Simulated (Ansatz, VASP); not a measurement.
## Eu: VASP beside Ansatz

The input INCAR:

```
SYSTEM = Eu
ALGO = Normal ; EDIFF = 1E-7
ENCUT = 520 ; GGA = PE
ISIF = 2 ; ISMEAR = 0
ISPIN = 2 ; LASPH = .TRUE.
LCHARG = .FALSE. ; LMAXMIX = 6
LORBIT = 11 ; LREAL = .FALSE.
LWAVE = .FALSE. ; MAGMOM = 7.02
NBANDS = 18 ; NELM = 150
PREC = Accurate ; SIGMA = 0.3
```

The input KPOINTS:

```
k-points
0
G
  10 10 10
  0 0 0
```

File POSCAR:

```
Eu
1.0
   -2.1939508085      2.1939508085      2.1939508085
    2.1939508085     -2.1939508085      2.1939508085
    2.1939508085      2.1939508085     -2.1939508085
Eu
1
Direct
    0.0000000000      0.0000000000      0.0000000000
```

Input for Ansatz:

```yaml
crystal:
  lattice:
    - [-2.1939508085, 2.1939508085, 2.1939508085]
    - [2.1939508085, -2.1939508085, 2.1939508085]
    - [2.1939508085, 2.1939508085, -2.1939508085]
  atoms:
    - { symbol: Eu, position: [0.0, 0.0, 0.0], spin: 7.02 }
hamiltonian:
  xc: pbe
  pseudopotentials:
    kind: paw
    azcp:
      Eu: "pseudopotentials/Eu.paw.azcp"
basis:
  ecutwfc: 420
  fft_grid_basis: typed
kpoints:
  mp_grid: { grid: [10, 10, 10], shift: [0, 0, 0] }
magnetization:
  spin_polarized: true
scf:
  occupations: { method: gaussian, width: 0.3 }
  lower_state_search: "off"
output:
  stress: true
```

Alike in both runs: task single point; functional PBE; k mesh 10 × 10 × 10; occupations gaussian, width 0.3 eV; collinear spin.

```csv
,VASP,Ansatz
version,VASP 6.6.1,Ansatz 0.2.0
potentials or method,"VASP PAW PBE potentials, release 64 (Eu), cutoff 520 eV","plane waves (420 eV) with PAW, scalar-relativistic"
valence electrons in the cell,17,17
```

Ansatz gave:

* pressure (GPa): 0.0
* net moment per atom (μB): 7.33
* size of the moment on the site where the two differ most (μB): 7.04

**Question.** Which values does VASP return?

**Answer.** Pressure (GPa): -0.2; net moment per atom (μB): 7.32; size of the moment on the site where the two differ most (μB): 6.67.

Site moments also hang on the region over which each program counts them.

Neither program's run includes spin-orbit coupling.
